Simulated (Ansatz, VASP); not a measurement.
# Two plane-wave programs on MgS

File INCAR:

```
PREC = Accurate
ENCUT = 520
EDIFF = 1E-6
ISMEAR = 0
SIGMA = 0.05
LREAL = F
LASPH = T
NELM = 80
ALGO = Normal
ISIF = 2
LWAVE = F
LCHARG = F
NBANDS = 11
```

Contents of KPOINTS:

```
Automatic mesh
0
Gamma
  8 8 8
```

File POSCAR:

```
MgS
1.0
    0.0000000000      2.6016500000      2.6016500000
    2.6016500000      0.0000000000      2.6016500000
    2.6016500000      2.6016500000      0.0000000000
Mg S
1 1
Direct
    0.0000000000      0.0000000000      0.0000000000
    0.4759767840      0.4759767840      0.5240232160
```

Input for Ansatz:

```yaml
crystal:
  lattice:
    - [0.0, 2.60165, 2.60165]
    - [2.60165, 0.0, 2.60165]
    - [2.60165, 2.60165, 0.0]
  atoms:
    - { symbol: Mg, position: [0.0, 0.0, 0.0] }
    - { symbol: S, position: [0.475976784, 0.475976784, 0.524023216] }
basis:
  ecutwfc: 420
kpoints:
  mp_grid: { grid: [8, 8, 8] }
hamiltonian:
  xc: lda
scf:
  occupations: { method: gaussian, width: 0.05 }
output:
  forces: true
  stress: true
  eigenvalues: true
```

Change from the starting cell: all S atoms moved +0.125 Å, as atom 2 towards its neighbour atom 1 (Mg) at 2.602 Å.

Alike in both runs: task single point; functional LDA; k mesh 8 × 8 × 8; occupations gaussian, width 0.05 eV; no spin polarisation.

|  | VASP | Ansatz |
| --- | --- | --- |
| version | VASP 6.6.1 | Ansatz 0.2.0 |
| potentials or method | VASP PAW LDA potentials, release 64 (Mg, S), cutoff 520 eV | scalar-relativistic, plane waves, PAW |
| valence electrons in the cell | 8 | 16 |

|  | VASP | Ansatz | Ansatz less VASP |
| --- | --- | --- | --- |
| gap on the k mesh at the Fermi level (eV) | 2.56 | 2.56 | +0.002 |
| least direct gap on the mesh (eV) | 3.49 | 3.48 | -0.011 |
| pressure (GPa) | -3.3 | -2.8 | +0.56 |
| traceless stress, the component that is largest in VASP (GPa) | 1.25 | 1.25 | -0.007 |
| rms of the force components (eV/Å) | 0.199 | 0.199 | +0.0001 |

LDA's correlation is that of Perdew and Zunger in VASP and of Perdew and Wang (1992) in Ansatz. Atom by atom the forces differ by 0.000 eV/Å (rms over components). VASP's potentials hold 8 valence electrons a cell and Ansatz's 16, so a difference there can come from the potentials and not from the codes.
